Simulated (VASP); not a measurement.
# Ge (P6/mmm) in VASP: further runs

Runs on Ge. Level: PBE. Tasks: relaxation of cell and atoms, single point.

Everything below comes from runs of VASP 6.6.1. Logs are shortened: lines on timing, memory, paths and dates and some standing lists are left out, and cuts for length are marked.

## (1) The cell of the first run

Symmetry: P6/mmm, No. 191, hexagonal system. Conventional cell: a = 7.953 Å, b = 7.953 Å, c = 3.078 Å, α = 90.00°, β = 90.00°, γ = 120.00°. Within 3.5 Å of Ge (site symmetry m2m) lie 9 Ge at 2.63 to 3.08 Å. Ge (site symmetry -6m2) has 14 Ge at 3.06 to 3.08 Å within 4.0 Å.

## (2) Relaxation of cell and atoms, PBE

INCAR reads:

```
ALGO = Normal
EDIFF = 1E-6
EDIFFG = -0.04
ENCUT = 600
GGA = PE
IBRION = 2
ISIF = 3
ISMEAR = 0
LASPH = T
LCHARG = F
LREAL = F
LWAVE = F
NELM = 60
NSW = 90
PREC = Accurate
SIGMA = 0.1
```

KPOINTS reads:

```
k-points
0
Gamma
  3 3 6
```

POSCAR reads:

```
Ge
1.0
    7.9532987666      0.0000000000      0.0000000000
   -3.9766493833      6.8877587758      0.0000000000
    0.0000000000      0.0000000000      3.0784343313
Ge
8
Direct
    0.3345685832      0.0000000000      0.0000000000
    0.0000000000      0.3345685832      0.0000000000
    0.6654314168      0.6654314168      0.0000000000
    0.6654314168      0.0000000000      0.0000000000
    0.0000000000      0.6654314168      0.0000000000
    0.3345685832      0.3345685832      0.0000000000
    0.3333333333      0.6666666667      0.5000000000
    0.6666666667      0.3333333333      0.5000000000
```

Potentials or basis: VASP PAW PBE potentials, release 64 (Ge_d).

Run with:

```bash
cat potpaw_PBE.64/Ge_d/POTCAR > POTCAR
mpirun -np 1 vasp_std > vasp.out
```

OUTCAR:

```text
EDIFF = 1E-6
   EDIFFG = -0.04
   ENCUT = 600
   GGA = PE
   IBRION = 2
   ISIF = 3
   ISMEAR = 0
   LASPH = T
   LREAL = F
   NELM = 60
   NSW = 90
   PREC = Accurate

 ion  position               nearest neighbor table
   1  0.335  0.000  0.000-   4 2.63   5 2.66   6 2.66
   2  0.000  0.335  0.000-   5 2.63   6 2.66   4 2.66
   3  0.665  0.665  0.000-   6 2.63   5 2.66   4 2.66
   4  0.665  0.000  0.000-   1 2.63   2 2.66   3 2.66
   5  0.000  0.665  0.000-   2 2.63   3 2.66   1 2.66
   6  0.335  0.335  0.000-   3 2.63   2 2.66   1 2.66
   7  0.333  0.667  0.500-
   8  0.667  0.333  0.500-

  LATTYP: Found a hexagonal cell.
 ALAT       =     7.9532987666
 C/A-ratio  =     0.3870638362

  Lattice vectors:

 A1 = (   7.9532987666,   0.0000000000,   0.0000000000)
 A2 = (  -3.9766493833,   6.8877587758,   0.0000000000)
 A3 = (   0.0000000000,   0.0000000000,   3.0784343313)

Analysis of symmetry for initial positions (statically):
=====================================================================
 Subroutine PRICEL returns:
 Original cell was already a primitive cell.

 Routine SETGRP: Setting up the symmetry group for a
 hexagonal supercell.

 Subroutine GETGRP returns: Found 24 space group operations
 (whereof 24 operations were pure point group operations)
 out of a pool of 24 trial point group operations.

The static configuration has the point symmetry D_6h.

Analysis of symmetry for dynamics (positions and initial velocities):
=====================================================================
 Subroutine PRICEL returns:
 Original cell was already a primitive cell.

 Routine SETGRP: Setting up the symmetry group for a
 hexagonal supercell.

 Subroutine GETGRP returns: Found 24 space group operations
 (whereof 24 operations were pure point group operations)
 out of a pool of 24 trial point group operations.

The dynamic configuration has the point symmetry D_6h.

 Subroutine INISYM returns: Found 24 space group operations
 (whereof 24 operations are pure point group operations),
 and found     1 'primitive' translations

----------------------------------------------------------------------------------------

                                     Primitive cell

  volume of cell :     168.6379

  direct lattice vectors                    reciprocal lattice vectors
     7.953298767  0.000000000  0.000000000     0.125733992  0.072592554  0.000000000
    -3.976649383  6.887758776  0.000000000     0.000000000  0.145185108  0.000000000
     0.000000000  0.000000000  3.078434331     0.000000000  0.000000000  0.324840452

  length of vectors
     7.953298767  7.953298767  3.078434331     0.145185108  0.145185108  0.324840452

  position of ions in fractional coordinates (direct lattice)
     0.334568583  0.000000000  0.000000000
     1.000000000  0.334568583  0.000000000
     0.665431417  0.665431417  0.000000000
     0.665431417  0.000000000  0.000000000
     1.000000000  0.665431417  0.000000000
     0.334568583  0.334568583  0.000000000
     0.333333333  0.666666667  0.500000000
     0.666666667  0.333333333  0.500000000

  ion indices of the primitive-cell ions
   primitive index   ion index
                 1           1
                 2           2
                 3           3
                 4           4
                 5           5
                 6           6
                 7           7
                 8           8

----------------------------------------------------------------------------------------

 KPOINTS: k-points

Automatic generation of k-mesh.
 Grid dimensions read from file:
 generate k-points for:    3    3    6

 Generating k-lattice:

  Cartesian coordinates                     Fractional coordinates (reciprocal lattice)
     0.041911331  0.024197518  0.000000000     0.333333333  0.000000000  0.000000000
     0.000000000  0.048395036  0.000000000     0.000000000  0.333333333  0.000000000
     0.000000000  0.000000000  0.054140075     0.000000000  0.000000000  0.166666667

  Length of vectors
     0.048395036  0.048395036  0.054140075

  Shift w.r.t. Gamma in fractional coordinates (k-lattice)
     0.000000000  0.000000000  0.000000000

 Subroutine IBZKPT returns following result:
 ===========================================

 Found     12 irreducible k-points:

 Following reciprocal coordinates:
            Coordinates               Weight
  0.000000  0.000000  0.000000      1.000000
  0.333333  0.000000  0.000000      6.000000
  0.333333  0.333333  0.000000      2.000000
  0.000000  0.000000  0.166667      2.000000
  0.333333  0.000000  0.166667     12.000000
  0.333333  0.333333  0.166667      4.000000
  0.000000  0.000000  0.333333      2.000000
  0.333333  0.000000  0.333333     12.000000
  0.333333  0.333333  0.333333      4.000000
  0.000000  0.000000  0.500000      1.000000
  0.333333  0.000000  0.500000      6.000000
  0.333333  0.333333  0.500000      2.000000
   k-points           NKPTS =     12   k-points in BZ     NKDIM =     12   number of bands    NBANDS=     67
   number of dos      NEDOS =    301   number of ions     NIONS =      8
   total plane-waves  NPLWV = 114688
   dimension x,y,z NGX =    64 NGY =   64 NGZ =   28
   dimension x,y,z NGXF=   128 NGYF=  128 NGZF=   56
   ions per type =               8
   NGX,Y,Z   is equivalent  to a cutoff of  13.38, 13.38, 15.12 a.u.
   NGXF,Y,Z  is equivalent  to a cutoff of  26.76, 26.76, 30.24 a.u.
 SYSTEM =  unknown system
   PREC   = accura    normal or accurate (medium, high low for compatibility)
   ISTART =      0    job   : 0-new  1-cont  2-samecut
   ICHARG =      2    charge: 1-file 2-atom 10-const
   ISPIN  =      1    spin polarized calculation?
   LNONCOLLINEAR =      F non collinear calculations
   LSORBIT =      F    spin-orbit coupling
   LASPH  =      T    aspherical Exc in radial PAW
   ENCUT  =  600.0 eV  44.10 Ry    6.64 a.u.  15.88 15.88  6.15*2*pi/ulx,y,z
   NELM   =     60;   NELMIN=  2; NELMDL= -5     # of ELM steps
   EDIFF  = 0.1E-05   stopping-criterion for ELM
   LREAL  =      F    real-space projection
   EDIFFG = -.4E-01   stopping-criterion for IOM
   NSW    =     90    number of steps for IOM
   IBRION =      2    ionic relax: 0-MD 1-quasi-New 2-CG
   NFREE  =      1    steps in history (QN), initial steepest desc. (CG)
   ISIF   =      3    stress and relaxation
   ISYM   =      2    0-nonsym 1-usesym 2-fastsym
   POTIM  = 0.5000    time-step for ionic-motion
   TEBEG  =    0.0;   TEEND  =   0.0 temperature during run
   PSTRESS=    0.0 pullay stress
   NELECT =     112.0000    total number of electrons
   NUPDOWN=      -1.0000    fix difference up-down
   EMIN   =  10.00;   EMAX   =-10.00  energy-range for DOS
   EFERMI =   0.00;   METHOD = LEGACY
   ISMEAR =     0;   SIGMA  =   0.10  broadening in eV -4-tet -1-fermi 0-gaus
   EFERMI_NEDOS =   21; number of points for ismear=-14 and -15
   IALGO  =     38    algorithm
   IMIX   =      4    mixing-type and parameters
     AMIX     =   0.40;   BMIX     =  1.00
     AMIX_MAG =   1.60;   BMIX_MAG =  1.00
  volume/ion in A,a.u.               =      21.08       142.25
  Fermi-wavevector in a.u.,A,eV,Ry     =   1.428332  2.699156 27.757681  2.040132
  Thomas-Fermi vector in A             =   2.548405
   LORBIT       =      0    0 simple, 1 ext, 2 COOP (PROOUT), +10 PAW based schemes
   GGA     = PE    functional components
   LHFCALC =     F    Hartree Fock is set to
   AEXX    =    0.0000 exact exchange contribution
   IVDW    =     0    specifies the selected vdW correction
   LEPSILON=     F    determine dielectric tensor
   LRPA    =     F    only Hartree local field effects (RPA)
 conjugate gradient relaxation of ions
 non-spin polarized calculation
 Gauss-broadening in eV      SIGMA  =   0.10
  energy-cutoff  :      600.00
  volume of cell :      168.64
 maximum number of plane-waves:      5670
 NGX is ok and might be reduce to    64
   NGX = 31   NGY = 31   NGZ = 13

--------------------------------------- Ionic step        1  -------------------------------------------

 number of electron     112.0000012 magnetization

 Free energy of the ion-electron system (eV)
  ---------------------------------------------------
  ext. energy  EPLUGINS =         0.00000000
  ---------------------------------------------------
  free energy    TOTEN  =       -33.19995524 eV

  energy without entropy =      -33.16950660  energy(sigma->0) =      -33.18473092

------------------------ aborting loop because EDIFF is reached ----------------------------------------

  FORCE on cell =-STRESS in cart. coord.  units (eV):
  Direction    XX          YY          ZZ          XY          YZ          ZX
  --------------------------------------------------------------------------------------
  -------------------------------------------------------------------------------------
  Total        1.1468549      1.1468549     -1.4246534      0.0000000     -0.0000000      0.0000000
  in kB       10.8959205     10.8959205    -13.5352001      0.0000000     -0.0000000      0.0000000
  external PRESSURE =       2.7522136 kB  Pullay stress =       0.0000000 kB

 VOLUME and BASIS-vectors are now :
 -----------------------------------------------------------------------------
  energy-cutoff  :      600.00
  volume of cell :      168.64
      direct lattice vectors                 reciprocal lattice vectors
     7.953298767  0.000000000  0.000000000     0.125733992  0.072592554  0.000000000
    -3.976649383  6.887758776  0.000000000     0.000000000  0.145185108  0.000000000
     0.000000000  0.000000000  3.078434331     0.000000000  0.000000000  0.324840452
[... 295 lines left out ...]
 POSITION                                       TOTAL-FORCE (eV/Angst)
 -----------------------------------------------------------------------------------
      2.70567      0.00000      0.00000         0.065464     -0.000000      0.000000
      6.74252      2.34318     -0.00000        -0.032732      0.056693     -0.000000
      2.69484      4.66761     -0.00000        -0.032732     -0.056693      0.000000
      5.38969      0.00000      0.00000        -0.065464      0.000000      0.000000
     -2.69484      4.66761     -0.00000         0.032732     -0.056693      0.000000
      1.35284      2.34318     -0.00000         0.032732      0.056693     -0.000000
     -0.00000      4.67386      1.49002         0.000000      0.000000      0.000000
      4.04768      2.33693      1.49002         0.000000     -0.000000      0.000000
 -----------------------------------------------------------------------------------
    total drift:                               -0.000000      0.000000     -0.000000

  FREE ENERGIE OF THE ION-ELECTRON SYSTEM (eV)
  ---------------------------------------------------
  free  energy   TOTEN  =       -33.2589618248 eV

  energy  without entropy=      -33.2519924031  energy(sigma->0) =      -33.25547711

--------------------------------------- Ionic step        9  -------------------------------------------

 number of electron     112.0000013 magnetization

 Free energy of the ion-electron system (eV)
  ---------------------------------------------------
  ext. energy  EPLUGINS =         0.00000000
  ---------------------------------------------------
  free energy    TOTEN  =       -33.26060108 eV

  energy without entropy =      -33.25388644  energy(sigma->0) =      -33.25724376

 E-fermi :   5.6216     XC(G=0): -10.5248

 val. band max:        5.5425118270   @ k =   0.0000   0.0000   0.3333
 cond. band min:       5.7618144538   @ k =   0.3333   0.0000   0.5000
 fundamental gap:      0.2193026268
 Fermi energy:         5.6215660294

 k-point     1 :       0.0000    0.0000    0.0000
  band No.  band energies     occupation
      1     -19.2748      2.00000
      2     -19.2723      2.00000
      3     -19.2394      2.00000
      4     -19.2394      2.00000
      5     -19.2352      2.00000
      6     -19.2352      2.00000
[... 851 lines left out ...]
 POSITION                                       TOTAL-FORCE (eV/Angst)
 -----------------------------------------------------------------------------------
      2.70739      0.00000      0.00000         0.021791      0.000000     -0.000000
      6.73335      2.34467      0.00000        -0.010895      0.018871      0.000000
      2.68983      4.65892      0.00000        -0.010895     -0.018871     -0.000000
      5.37965      0.00000      0.00000        -0.021791      0.000000      0.000000
     -2.68983      4.65892      0.00000         0.010895     -0.018871     -0.000000
      1.35369      2.34467      0.00000         0.010895      0.018871      0.000000
     -0.00000      4.66906      1.49263         0.000000      0.000000      0.000000
      4.04352      2.33453      1.49263         0.000000      0.000000     -0.000000
 -----------------------------------------------------------------------------------
    total drift:                               -0.000000      0.000000      0.000000

  FREE ENERGIE OF THE ION-ELECTRON SYSTEM (eV)
  ---------------------------------------------------
  free  energy   TOTEN  =       -33.2606010779 eV

  energy  without entropy=      -33.2538864400  energy(sigma->0) =      -33.25724376

 reached required accuracy - stopping structural energy minimisation
```

Wall time 11 min (1 thread of Intel Xeon Platinum 8559C (Emerald Rapids), shared host); peak memory 0.39 GiB.

Results:

```
Free energy                            : -33.2606 eV
Relaxed volume                         : 21.13 Å³/atom
Relaxed cell                           : a = 8.087 Å, b = 8.087 Å, c = 2.985 Å, α = 90.00°, β = 90.00°, γ = 120.00°
Space group after relaxing (to 0.05 Å) : P6/mmm (No. 191)
Energy gained by relaxing              : 7.6 meV/atom
Ionic steps                            : 9
Pressure after relaxing                : 0.1 GPa
Largest force after relaxing           : 0.022 eV/Å
Band gap on the k mesh                 : zero (band 56 reaches 7.85 eV, above the bottom of band 57 at 4.14 eV)
```

Forces on the atoms (eV/Å):
```
Ge   0.022  0.000  0.000
Ge  -0.011  0.019  0.000
Ge  -0.011 -0.019  0.000
Ge  -0.022  0.000  0.000
Ge   0.011 -0.019  0.000
Ge   0.011  0.019  0.000
Ge   0.000  0.000  0.000
Ge   0.000  0.000  0.000
```

Step by step:
| step | energy change (eV) | largest force (eV/Å) | pressure (GPa) | volume (Å³) |
| --- | --- | --- | --- | --- |
| 1 | 0.0000 | 0.0859 | 0.28 | 168.64 |
| 2 | -0.0310 | 0.0024 | -0.03 | 169.51 |
| 3 | -0.0350 | 0.1748 | -0.94 | 171.98 |
| 4 | -0.0497 | 0.1495 | -0.59 | 171.13 |
| 5 | -0.0464 | 0.0650 | -0.22 | 170.11 |
| 6 | -0.0520 | 0.1215 | -0.37 | 170.75 |
| 7 | -0.0588 | 0.0773 | -0.13 | 169.46 |
| 8 | -0.0590 | 0.0655 | 0.00 | 169.13 |
| 9 | -0.0606 | 0.0218 | 0.08 | 169.08 |

Final structure:
```xyz
8
Lattice="8.0870 0.0000 0.0000 -4.0435 7.0036 0.0000 0.0000 0.0000 2.9853" Properties=species:S:1:pos:R:3 pbc="T T T"
Ge    2.7074    0.0000    0.0000
Ge    6.7333    2.3447    0.0000
Ge    2.6898    4.6589    0.0000
Ge    5.3797    0.0000    0.0000
Ge   -2.6898    4.6589    0.0000
Ge    1.3537    2.3447    0.0000
Ge    0.0000    4.6691    1.4926
Ge    4.0435    2.3345    1.4926
```

## (3) Single point, PBE

This run uses another cell than the first one, of 20.96 Å³/atom, 0.994 times its volume.

INCAR reads:

```
SYSTEM = Ge
PREC = Accurate ; ENCUT = 520
EDIFF = 1E-7 ; ISMEAR = 0
SIGMA = 0.1 ; LREAL = .False.
LASPH = .True. ; NELM = 80
ALGO = Normal ; ISIF = 2
LWAVE = .False. ; LCHARG = .True.
GGA = PE ; LELF = .True.
LVHAR = .True. ; NBANDS = 66
```

KPOINTS reads:

```
regular mesh
0
Gamma
  6 6 12
  0 0 0
```

POSCAR reads:

```
Ge
1.0
    8.3218470426      0.0000000000      0.0000000000
   -4.1609235213      7.2069309453      0.0000000000
    0.0000000000      0.0000000000      2.7956700936
Ge
8
Direct
    0.3347771827      0.0000000000      0.0000000000
    0.0000000000      0.3347771827      0.0000000000
    0.6652228173      0.6652228173      0.0000000000
    0.6652228173      0.0000000000      0.0000000000
    0.0000000000      0.6652228173      0.0000000000
    0.3347771827      0.3347771827      0.0000000000
    0.3333333333      0.6666666667      0.5000000000
    0.6666666667      0.3333333333      0.5000000000
```

Potentials or basis: VASP PAW PBE potentials, release 64 (Ge_d).

Run with:

```bash
cat potpaw_PBE.64/Ge_d/POTCAR > POTCAR
mpirun -np 1 vasp_std > vasp.out
```

Wall time 5.5 min (1 thread of Intel Xeon Platinum 8559C (Emerald Rapids), shared host); peak memory 0.51 GiB.

The run converged. Its results:

```yaml
Free_energy: -33.5170 eV
Pressure: 0.1 GPa
Largest_force: 0.005 eV/Å
Band_gap_on_the_k_mesh: zero (band 56 reaches 7.45 eV, above the bottom of band 57 at 4.31 eV)
```

Forces on the atoms (eV/Å):
```
Ge  -0.005  0.000  0.000
Ge   0.003 -0.004  0.000
Ge   0.003  0.004  0.000
Ge   0.005  0.000  0.000
Ge  -0.003  0.004  0.000
Ge  -0.003 -0.004  0.000
Ge   0.000  0.000  0.000
Ge   0.000  0.000  0.000
```

Levels at points of the mesh, in eV from the Fermi level:
```csv
k point,band 52,band 53,band 54,band 55,band 56,band 57,band 58,band 59,band 60,band 61
"(0.00, 0.00, 0.00)",-2.59,-2.59,-1.41,-1.09,-1.09,0.93,0.93,4.53,5.21,5.37
"(0.50, 0.00, 0.00)",-2.94,-1.95,-0.21,1.13,1.25,1.36,1.94,3.33,3.74,3.83
"(0.00, 0.00, 0.50)",-3.40,-3.13,-2.43,-2.36,-0.48,-0.18,-0.18,0.37,1.81,1.85
"(0.50, 0.00, 0.50)",-3.10,-2.83,-2.03,-1.93,-1.76,-1.21,-0.66,0.19,1.05,1.06
```
